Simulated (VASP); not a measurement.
A run of VASP 6.6.1:

The input POSCAR:

```
PbSe
1.0
    0.0000000000      3.0887022195      3.0578151973
    3.0887022195      0.0000000000      3.0578151973
    3.0887022195      3.0887022195      0.0000000000
Pb Se
1 1
Direct
    0.0000000000      0.0000000000      0.0000000000
    0.5000000000      0.5000000000      0.5000000000
```

The input INCAR.step1:

```
PREC     = Accurate       # precision mode
ENCUT    = 520            # plane-wave cutoff, eV
ISMEAR   = 0              # smearing method
SIGMA    = 0.01           # smearing width, eV
LREAL    = False          # projectors in reciprocal space
LASPH    = True           # aspherical terms in the spheres
NELM     = 80             # most SCF steps
NBANDS   = 17             # bands
GGA      = PE             # functional
ALGO     = Normal         # electronic algorithm
EDIFF    = 1E-4           # SCF threshold, eV
LWAVE    = True           # write WAVECAR
LCHARG   = False          # write CHGCAR
```

INCAR.step2

```
PREC     = Accurate       # precision mode
ENCUT    = 520            # plane-wave cutoff, eV
EDIFF    = 1E-6           # SCF threshold, eV
ISMEAR   = 0              # smearing method
SIGMA    = 0.01           # smearing width, eV
LREAL    = False          # projectors in reciprocal space
LASPH    = True           # aspherical terms in the spheres
NELM     = 80             # most SCF steps
ALGO     = Normal         # electronic algorithm
ISIF     = 2              # what is computed and relaxed
LWAVE    = False          # write WAVECAR
LCHARG   = True           # write CHGCAR
METAGGA  = R2SCAN         # meta-GGA
LMIXTAU  = True         
LELF     = True           # ELF
LVHAR    = True         
NBANDS   = 17             # bands
ISTART   = 1
```

The input KPOINTS:

```
Automatic mesh
0
Gamma
  8 8 8
```

Potentials or basis: VASP PAW PBE potentials, release 64 (Pb_d, Se).

Command:

```sh
$ cat potpaw_PBE.64/Pb_d/POTCAR potpaw_PBE.64/Se/POTCAR > POTCAR
$ cp INCAR.step1 INCAR
$ mpirun -np 1 vasp_std > vasp.out
$ cp INCAR.step2 INCAR
$ mpirun -np 1 vasp_std > vasp.out
```

Hardware: 1 thread of Intel Xeon 8259CL, with other jobs on the host.

**Question.** How long does it take, and how much memory?

**Answer.** Run time: 2.9 min on 1 thread of Intel Xeon 8259CL (shared host), peak memory 0.22 GiB. Counts: k points 59.
